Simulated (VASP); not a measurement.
# SnO2 (Pbcn) in VASP: notebook

SnO2 is run at these levels: PBE; tasks: single point.

All numbers are computed with VASP 6.6.1; they aren't measurements. Logs are shortened: lines on timing, memory, paths and dates and some standing lists are left out, and cuts for length are marked.

### Step 1. The cell of the first run

The structure is orthorhombic, space group Pbcn (No. 60). The conventional cell has a = 5.000 Å, b = 6.201 Å, c = 5.538 Å, α = 90.00°, β = 90.00°, γ = 90.00°. Sn (site symmetry 2) has 6 O at 2.17 to 2.25 Å within 2.9 Å. Within 3.4 Å of O (site symmetry 1) lie 3 Sn at 2.17 to 2.25 Å and 12 O at 2.79 to 3.30 Å.

### Step 2. Single point, PBE (14.31 Å³/atom)

The input, INCAR:

```
PREC = Accurate ; ENCUT = 520
EDIFF = 1E-6 ; ISMEAR = 0
SIGMA = 0.05 ; LREAL = F
LASPH = T ; NELM = 80
ALGO = Normal ; ISIF = 2
LWAVE = F ; LCHARG = T
GGA = PE ; LELF = T
LVHAR = T ; NBANDS = 64
```

The input, KPOINTS:

```
regular mesh
0
Gamma
  6 6 6
```

The input, POSCAR:

```
SnO2
1.0
    4.9999187366      0.0000000000      0.0000000000
    0.0000000000      6.2011994059      0.0000000000
    0.0000000000      0.0000000000      5.5375994006
Sn O
4 8
Direct
    0.5000000000      0.6651654903      0.7500000000
    0.0000000000      0.8348345097      0.2500000000
    0.5000000000      0.3348345097      0.2500000000
    0.0000000000      0.1651654903      0.7500000000
    0.7301204269      0.6070551965      0.0781681516
    0.2301204269      0.8929448035      0.9218318484
    0.7698795731      0.8929448035      0.5781681516
    0.2698795731      0.6070551965      0.4218318484
    0.7301204269      0.3929448035      0.5781681516
    0.2301204269      0.1070551965      0.4218318484
    0.7698795731      0.1070551965      0.0781681516
    0.2698795731      0.3929448035      0.9218318484
```

Potentials or basis: VASP PAW PBE potentials, release 64 (Sn_d, O).

Started as:

```
cat potpaw_PBE.64/Sn_d/POTCAR potpaw_PBE.64/O/POTCAR > POTCAR
mpirun -np 1 vasp_std > vasp.out
```

OUTCAR:

```text
PREC = Accurate
   ENCUT = 520
   EDIFF = 1E-6
   ISMEAR = 0
   LREAL = F
   LASPH = T
   NELM = 80
   ISIF = 2
   GGA = PE

 ion  position               nearest neighbor table
   1  0.500  0.665  0.750-   6 2.17   7 2.17   5 2.18   8 2.18   9 2.25  12 2.25   3 3.44   3 3.44

   2  0.000  0.835  0.250-   5 2.17   8 2.17   7 2.18   6 2.18  10 2.25  11 2.25   4 3.44   4 3.44

   3  0.500  0.335  0.250-  10 2.17  11 2.17   9 2.18  12 2.18   5 2.25   8 2.25   1 3.44   1 3.44

   4  0.000  0.165  0.750-   9 2.17  12 2.17  11 2.18  10 2.18   6 2.25   7 2.25   2 3.44   2 3.44

   5  0.730  0.607  0.078-   2 2.17   1 2.18   3 2.25
   6  0.230  0.893  0.922-   1 2.17   2 2.18   4 2.25
   7  0.770  0.893  0.578-   1 2.17   2 2.18   4 2.25
   8  0.270  0.607  0.422-   2 2.17   1 2.18   3 2.25
   9  0.730  0.393  0.578-   4 2.17   3 2.18   1 2.25
  10  0.230  0.107  0.422-   3 2.17   4 2.18   2 2.25
  11  0.770  0.107  0.078-   3 2.17   4 2.18   2 2.25
  12  0.270  0.393  0.922-   4 2.17   3 2.18   1 2.25

  LATTYP: Found a simple orthorhombic cell.
 ALAT       =     4.9999187366
 B/A-ratio  =     1.1075378806
 C/A-ratio  =     1.2402600387

  Lattice vectors:

 A1 = (  -4.9999187366,   0.0000000000,   0.0000000000)
 A2 = (   0.0000000000,   0.0000000000,   5.5375994006)
 A3 = (   0.0000000000,   6.2011994059,   0.0000000000)

Analysis of symmetry for initial positions (statically):
=====================================================================
 Subroutine PRICEL returns:
 Original cell was already a primitive cell.

 Routine SETGRP: Setting up the symmetry group for a
 simple orthorhombic supercell.

 Subroutine GETGRP returns: Found  8 space group operations
 (whereof  2 operations were pure point group operations)
 out of a pool of  8 trial point group operations.

The static configuration has the point symmetry S_2 .
 The point group associated with its full space group is D_2h.

Analysis of symmetry for dynamics (positions and initial velocities):
=====================================================================
 Subroutine PRICEL returns:
 Original cell was already a primitive cell.

 Routine SETGRP: Setting up the symmetry group for a
 simple orthorhombic supercell.

 Subroutine GETGRP returns: Found  8 space group operations
 (whereof  2 operations were pure point group operations)
 out of a pool of  8 trial point group operations.

The dynamic configuration has the point symmetry S_2 .
 The point group associated with its full space group is D_2h.

 Subroutine INISYM returns: Found  8 space group operations
 (whereof  2 operations are pure point group operations),
 and found     1 'primitive' translations

----------------------------------------------------------------------------------------

                                     Primitive cell

  volume of cell :     171.6960

  direct lattice vectors                    reciprocal lattice vectors
     4.999918737  0.000000000  0.000000000     0.200003251  0.000000000  0.000000000
     0.000000000  6.201199406  0.000000000     0.000000000  0.161259127  0.000000000
     0.000000000  0.000000000  5.537599401     0.000000000  0.000000000  0.180583666

  length of vectors
     4.999918737  6.201199406  5.537599401     0.200003251  0.161259127  0.180583666

  position of ions in fractional coordinates (direct lattice)
     0.500000000  0.665165490  0.750000000
     0.000000000  0.834834510  0.250000000
     0.500000000  0.334834510  0.250000000
     0.000000000  0.165165490  0.750000000
     0.730120427  0.607055196  0.078168152
     0.230120427  0.892944804  0.921831848
     0.769879573  0.892944804  0.578168152
     0.269879573  0.607055196  0.421831848
     0.730120427  0.392944804  0.578168152
     0.230120427  0.107055196  0.421831848
     0.769879573  0.107055196  0.078168152
     0.269879573  0.392944804  0.921831848

  ion indices of the primitive-cell ions
   primitive index   ion index
                 1           1
                 2           2
                 3           3
                 4           4
[... 48 lines left out ...]
  Thomas-Fermi vector in A             =   2.509594
   LORBIT       =      0    0 simple, 1 ext, 2 COOP (PROOUT), +10 PAW based schemes
   GGA     = PE    functional components
   LHFCALC =     F    Hartree Fock is set to
   AEXX    =    0.0000 exact exchange contribution
   IVDW    =     0    specifies the selected vdW correction
   LEPSILON=     F    determine dielectric tensor
   LRPA    =     F    only Hartree local field effects (RPA)
 non-spin polarized calculation
 Gauss-broadening in eV      SIGMA  =   0.05
  energy-cutoff  :      520.00
  volume of cell :      171.70
 maximum number of plane-waves:      4666
 NGX is ok and might be reduce to    40
   NGX = 19   NGY = 23   NGZ = 21

 number of electron     104.0000005 magnetization

 Free energy of the ion-electron system (eV)
  ---------------------------------------------------
  ext. energy  EPLUGINS =         0.00000000
  ---------------------------------------------------
  free energy    TOTEN  =       -72.89657977 eV

  energy without entropy =      -72.89570299  energy(sigma->0) =      -72.89614138

 E-fermi :   3.9429     XC(G=0): -10.3559

 val. band max:        3.8801663591   @ k =   0.3333   0.0000   0.0000
 cond. band min:       4.3182181253   @ k =   0.0000   0.1667   0.0000
 fundamental gap:      0.4380517663
 Fermi energy:         3.9428503968

 k-point     1 :       0.0000    0.0000    0.0000
  band No.  band energies     occupation
      1     -16.7187      2.00000
      2     -16.6365      2.00000
      3     -16.5964      2.00000
      4     -16.4627      2.00000
      5     -16.4088      2.00000
      6     -16.3476      2.00000
[... 56 lines left out ...]
     63      13.1589      0.00000
     64      13.3356      0.00000

 k-point     2 :       0.1667    0.0000    0.0000
  band No.  band energies     occupation
      1     -16.7163      2.00000
      2     -16.6022      2.00000
      3     -16.5888      2.00000
      4     -16.4721      2.00000
      5     -16.4566      2.00000
      6     -16.3451      2.00000
[... 1530 lines left out ...]
     63      13.0102      0.00000
     64      13.0104      0.00000

 [... further k-points ...]

------------------------ aborting loop because EDIFF is reached ----------------------------------------

  FORCE on cell =-STRESS in cart. coord.  units (eV):
  Direction    XX          YY          ZZ          XY          YZ          ZX
  --------------------------------------------------------------------------------------
  -------------------------------------------------------------------------------------
  Total      -18.0020970    -20.3638367    -20.2432251      0.0000000      0.0000000      0.0000000
  in kB     -167.9861599   -190.0246805   -188.8991963      0.0000000      0.0000000      0.0000000
  external PRESSURE =    -182.3033456 kB  Pullay stress =       0.0000000 kB

 VOLUME and BASIS-vectors are now :
 -----------------------------------------------------------------------------
  energy-cutoff  :      520.00
  volume of cell :      171.70
      direct lattice vectors                 reciprocal lattice vectors
     4.999918737  0.000000000  0.000000000     0.200003251  0.000000000  0.000000000
     0.000000000  6.201199406  0.000000000     0.000000000  0.161259127  0.000000000
     0.000000000  0.000000000  5.537599401     0.000000000  0.000000000  0.180583666

 POSITION                                       TOTAL-FORCE (eV/Angst)
 -----------------------------------------------------------------------------------
      2.49996      4.12482      4.15320        -0.000000     -0.281789     -0.000000
      0.00000      5.17698      1.38440        -0.000000      0.281789     -0.000000
      2.49996      2.07638      1.38440        -0.000000      0.281789      0.000000
      0.00000      1.02422      4.15320        -0.000000     -0.281789      0.000000
      3.65054      3.76447      0.43286        -0.257550      0.141633     -0.068627
      1.15058      5.53733      5.10474        -0.257550     -0.141633      0.068627
      3.84934      5.53733      3.20166         0.257550     -0.141633     -0.068627
      1.34938      3.76447      2.33594         0.257550      0.141633      0.068627
      3.65054      2.43673      3.20166        -0.257550     -0.141633     -0.068627
      1.15058      0.66387      2.33594        -0.257550      0.141633      0.068627
      3.84934      0.66387      0.43286         0.257550      0.141633     -0.068627
      1.34938      2.43673      5.10474         0.257550     -0.141633      0.068627
 -----------------------------------------------------------------------------------
    total drift:                               -0.000000      0.000000      0.000000

  FREE ENERGIE OF THE ION-ELECTRON SYSTEM (eV)
  ---------------------------------------------------
  free  energy   TOTEN  =       -72.8965797654 eV

  energy  without entropy=      -72.8957029868  energy(sigma->0) =      -72.89614138
```

It took 9.1 min on 1 thread of Intel Xeon 6975P-C (Granite Rapids), shared host; peak memory 0.6 GiB.

Results:

```
Free energy            : -72.8966 eV
Pressure               : -18.2 GPa
Largest force          : 0.302 eV/Å
Band gap on the k mesh : zero (filled and empty bands touch)
```

Forces on the atoms (eV/Å):
```
Sn   0.000 -0.282  0.000
Sn   0.000  0.282  0.000
Sn   0.000  0.282  0.000
Sn   0.000 -0.282  0.000
O   -0.258  0.142 -0.069
O   -0.258 -0.142  0.069
O    0.258 -0.142 -0.069
O    0.258  0.142  0.069
O   -0.258 -0.142 -0.069
O   -0.258  0.142  0.069
O    0.258  0.142 -0.069
O    0.258 -0.142  0.069
```

Caveat: the cell stands under tension; semilocal functionals underestimate gaps, so a narrow gap can read as zero; spin-orbit coupling is left out, which moves the levels of the heavy elements.

### Step 3. Single point, PBE (10.36 Å³/atom)

This run uses another cell than the first one, of 10.36 Å³/atom.

The input, INCAR:

```
SYSTEM = SnO2
PREC = Accurate ; ENCUT = 520
EDIFF = 1E-6 ; ISMEAR = 0
SIGMA = 0.05 ; LREAL = .False.
LASPH = .True. ; NELM = 100
ALGO = Normal ; ISIF = 2
LWAVE = .False. ; LCHARG = .False.
GGA = PE ; NBANDS = 64
```

The input, KPOINTS:

```
Automatic mesh
0
Gamma
  6 6 6
  0 0 0
```

Changes to POSCAR since step 2:

```diff
@@ -2,5 +2,5 @@
 1.0
-    4.9999187366      0.0000000000      0.0000000000
-    0.0000000000      6.2011994059      0.0000000000
-    0.0000000000      0.0000000000      5.5375994006
+    4.4899054259      0.0000000000      0.0000000000
+    0.0000000000      5.5686502773      0.0000000000
+    0.0000000000      0.0000000000      4.9727403394
 Sn O
```

Potentials or basis: VASP PAW PBE potentials, release 64 (Sn_d, O).

Started as:

```
cat potpaw_PBE.64/Sn_d/POTCAR potpaw_PBE.64/O/POTCAR > POTCAR
mpirun -np 1 vasp_std > vasp.out
```

Wall time 14 min (1 thread of Intel Xeon 8259CL, shared host); peak memory 0.48 GiB.

It converged, with:

* Free energy: -71.1614 eV
* Pressure: 49.9 GPa
* Largest force: 0.873 eV/Å
* Band gap on the k mesh: 3.10 eV

Forces in eV/Å, atoms in the order of the input:
```
Sn   0.000  0.599  0.000
Sn   0.000 -0.599  0.000
Sn   0.000 -0.599  0.000
Sn   0.000  0.599  0.000
O    0.787 -0.280  0.254
O    0.787  0.280 -0.254
O   -0.787  0.280  0.254
O   -0.787 -0.280 -0.254
O    0.787  0.280  0.254
O    0.787 -0.280 -0.254
O   -0.787 -0.280  0.254
O   -0.787  0.280 -0.254
```

Stress tensor (GPa, compression positive):
```
48.38  0.00  0.00
 0.00 45.22  0.00
 0.00  0.00 56.10
```

Levels at points of the mesh, in eV from the valence-band top:
```
           k point  band 49  band 50  band 51  band 52  band 53  band 54  band 55  band 56
(0.00, 0.00, 0.00)    -0.44    -0.23    -0.11     0.00     3.10     7.72     7.96     7.97
(0.50, 0.00, 0.00)    -0.36    -0.36    -0.07    -0.07     6.17     6.17     6.90     6.90
(0.00, 0.50, 0.00)    -0.88    -0.88    -0.08    -0.08     5.75     5.75     8.67     8.67
(0.50, 0.50, 0.00)    -0.45    -0.45    -0.19    -0.19     6.70     6.70     7.81     7.81
(0.00, 0.00, 0.50)    -0.20    -0.20    -0.18    -0.18     6.16     6.16     7.76     7.76
(0.50, 0.00, 0.50)    -0.30    -0.30    -0.30    -0.30     6.60     6.60     6.60     6.60
(0.00, 0.50, 0.50)    -0.32    -0.32    -0.32    -0.32     7.28     7.28     7.28     7.28
(0.50, 0.50, 0.50)    -0.38    -0.38    -0.38    -0.38     7.12     7.12     7.12     7.12
```

Caveat: the cell stands under pressure; spin-orbit coupling is left out, which moves the levels of the heavy elements. A k mesh can miss the band edges.

### Step 4. Single point, PBE (10.36 Å³/atom)

This run uses another cell than the first one, of 10.36 Å³/atom.

The input, INCAR:

```
ALGO = Normal
EDIFF = 1E-6
ENCUT = 520
GGA = PE
ISIF = 2
ISMEAR = 0
LASPH = T
LCHARG = F
LREAL = F
LWAVE = F
NBANDS = 64
NELM = 60
PREC = Accurate
SIGMA = 0.05
```

The input, KPOINTS:

```
k-points
0
Gamma
  6 6 6
```

Changes to POSCAR since step 3:

```diff
@@ -2,5 +2,5 @@
 1.0
-    4.4899054259      0.0000000000      0.0000000000
-    0.0000000000      5.5686502773      0.0000000000
-    0.0000000000      0.0000000000      4.9727403394
+    4.4007090973      0.0000000000      0.0000000000
+    0.0000000000      5.7966757586      0.0000000000
+    0.0000000000      0.0000000000      4.8739520267
 Sn O
```

Started as:

```
cat potpaw_PBE.64/Sn_d/POTCAR potpaw_PBE.64/O/POTCAR > POTCAR
mpirun -np 1 vasp_std > vasp.out
```

Run time: 8.8 min. Hardware: 1 thread of Intel Xeon Platinum 8375C at 2.90GHz (Ice Lake), shared host; peak memory 0.47 GiB.

The run converged. Its results:

```
Free energy            : -70.7373 eV
Pressure               : 51.0 GPa
Largest force          : 1.456 eV/Å
Band gap on the k mesh : 3.01 eV (least direct gap 3.03 eV)
```

Forces in eV/Å, atoms in the order of the input:
```
Sn   0.000  0.536  0.000
Sn   0.000 -0.536  0.000
Sn   0.000 -0.536  0.000
Sn   0.000  0.536  0.000
O    1.171 -0.323  0.803
O    1.171  0.323 -0.803
O   -1.171  0.323  0.803
O   -1.171 -0.323 -0.803
O    1.171  0.323  0.803
O    1.171 -0.323 -0.803
O   -1.171 -0.323  0.803
O   -1.171  0.323 -0.803
```

Stress tensor (GPa, compression positive):
```
51.01  0.00  0.00
 0.00 37.58  0.00
 0.00  0.00 64.38
```

Levels at points of the mesh, in eV from the valence-band top:
```
           k point  band 49  band 50  band 51  band 52  band 53  band 54  band 55  band 56
(0.00, 0.00, 0.00)    -0.50    -0.47    -0.07    -0.02     3.01     7.46     7.70     7.95
(0.50, 0.00, 0.00)    -0.42    -0.42    -0.12    -0.12     6.04     6.04     6.89     6.89
(0.00, 0.50, 0.00)    -0.91    -0.91    -0.06    -0.06     5.63     5.63     8.50     8.50
(0.50, 0.50, 0.00)    -0.49    -0.49    -0.15    -0.15     6.62     6.62     7.78     7.78
(0.00, 0.00, 0.50)    -0.41    -0.41    -0.12    -0.12     6.08     6.08     7.80     7.80
(0.50, 0.00, 0.50)    -0.36    -0.36    -0.36    -0.36     6.58     6.58     6.58     6.58
(0.00, 0.50, 0.50)    -0.30    -0.30    -0.30    -0.30     7.21     7.21     7.21     7.21
(0.50, 0.50, 0.50)    -0.34    -0.34    -0.34    -0.34     7.03     7.03     7.03     7.03
```

Caveat: the cell stands under pressure; spin-orbit coupling is left out, which moves the levels of the heavy elements; forces of over 1 eV/Å act on the atoms, so gaps and moduli don't describe the material at rest. A k mesh can miss the band edges.

### Step 5. Single point, PBE (11.84 Å³/atom)

This run uses another cell than the first one, of 11.84 Å³/atom.

The input, INCAR:

```
ALGO     = Normal         # electronic algorithm
EDIFF    = 1E-6           # SCF threshold, eV
ENCUT    = 520            # plane-wave cutoff, eV
GGA      = PE             # functional
ISIF     = 2              # what is computed and relaxed
ISMEAR   = 0              # smearing method
LASPH    = T              # aspherical terms in the spheres
LCHARG   = F              # write CHGCAR
LREAL    = F              # projectors in reciprocal space
LWAVE    = F              # write WAVECAR
NBANDS   = 64             # bands
NELM     = 60             # most SCF steps
PREC     = Accurate       # precision mode
SIGMA    = 0.05           # smearing width, eV
```

KPOINTS is that of step 4.

Changes to POSCAR since step 4:

```diff
@@ -2,5 +2,5 @@
 1.0
-    4.4007090973      0.0000000000      0.0000000000
-    0.0000000000      5.7966757586      0.0000000000
-    0.0000000000      0.0000000000      4.8739520267
+    4.7572535921      0.0000000000      0.0000000000
+    0.0000000000      5.6688952560      0.0000000000
+    0.0000000000      0.0000000000      5.2688385608
 Sn O
```

Started as:

```
cat potpaw_PBE.64/Sn_d/POTCAR potpaw_PBE.64/O/POTCAR > POTCAR
mpirun -np 1 vasp_std > vasp.out
```

Run time: 8.8 min. Hardware: 1 thread of Intel Xeon Platinum 8259CL at 2.50GHz (Skylake/Cascade Lake), shared host; peak memory 0.5 GiB.

It converged, with:

| Quantity | Value |
| --- | --- |
| Free energy | -74.2120 eV |
| Pressure | 8.8 GPa |
| Largest force | 0.158 eV/Å |
| Band gap on the k mesh | 1.38 eV (least direct gap 1.40 eV) |

Forces in eV/Å, atoms in the order of the input:
```
Sn   0.000  0.158  0.000
Sn   0.000 -0.158  0.000
Sn   0.000 -0.158  0.000
Sn   0.000  0.158  0.000
O    0.067 -0.056 -0.049
O    0.067  0.056  0.049
O   -0.067  0.056 -0.049
O   -0.067 -0.056  0.049
O    0.067  0.056 -0.049
O    0.067 -0.056  0.049
O   -0.067 -0.056 -0.049
O   -0.067  0.056  0.049
```

Stress tensor (GPa, compression positive):
```
 7.65  0.00  0.00
 0.00 10.83  0.00
 0.00  0.00  7.98
```

Levels at points of the mesh, in eV from the valence-band top:
```
           k point  band 49  band 50  band 51  band 52  band 53  band 54  band 55  band 56
(0.00, 0.00, 0.00)    -0.54    -0.19    -0.11    -0.02     1.38     6.16     6.32     6.85
(0.50, 0.00, 0.00)    -0.28    -0.28    -0.06    -0.06     4.57     4.57     5.26     5.26
(0.00, 0.50, 0.00)    -0.92    -0.92    -0.15    -0.15     4.10     4.10     6.95     6.95
(0.50, 0.50, 0.00)    -0.60    -0.60    -0.24    -0.24     5.00     5.00     6.08     6.08
(0.00, 0.00, 0.50)    -0.30    -0.30    -0.13    -0.13     4.46     4.46     6.19     6.19
(0.50, 0.00, 0.50)    -0.23    -0.23    -0.23    -0.23     5.00     5.00     5.00     5.00
(0.00, 0.50, 0.50)    -0.35    -0.35    -0.35    -0.35     5.56     5.56     5.56     5.56
(0.50, 0.50, 0.50)    -0.41    -0.41    -0.41    -0.41     5.46     5.46     5.46     5.46
```

Caveat: the cell stands under pressure; spin-orbit coupling is left out, which moves the levels of the heavy elements.

### Step 6. Summary

| cell | gap on the mesh (eV) | pressure (GPa) | largest force (eV/Å) |
| --- | --- | --- | --- |
| a = 5.000, b = 6.201, c = 5.538 Å, 12 atoms | none | -18.2 | 0.30 |
| a = 4.490, b = 5.569, c = 4.973 Å, 12 atoms | 3.10 | 49.9 | 0.87 |
| a = 4.401, b = 5.797, c = 4.874 Å, 12 atoms | 3.01 | 51.0 | 1.46 |
| a = 4.757, b = 5.669, c = 5.269 Å, 12 atoms | 1.38 | 8.8 | 0.16 |

Alike in all rows: task single point; level PBE; potentials or basis VASP PAW PBE potentials, release 64 (Sn_d, O); no spin polarisation; k mesh 6 × 6 × 6; cutoff (eV) 520; smearing gaussian 0.05 eV.

Caveats: spin-orbit coupling is left out, which moves the levels of the heavy elements; the cell stands under pressure (at least some runs); the cell stands under tension (at least some runs); semilocal functionals underestimate gaps, so a narrow gap can read as zero (at least some runs); forces of over 1 eV/Å act on the atoms, so gaps and moduli don't describe the material at rest (at least some runs).

Total energies depend on the potentials used, so only differences within one code and one set of settings carry meaning.
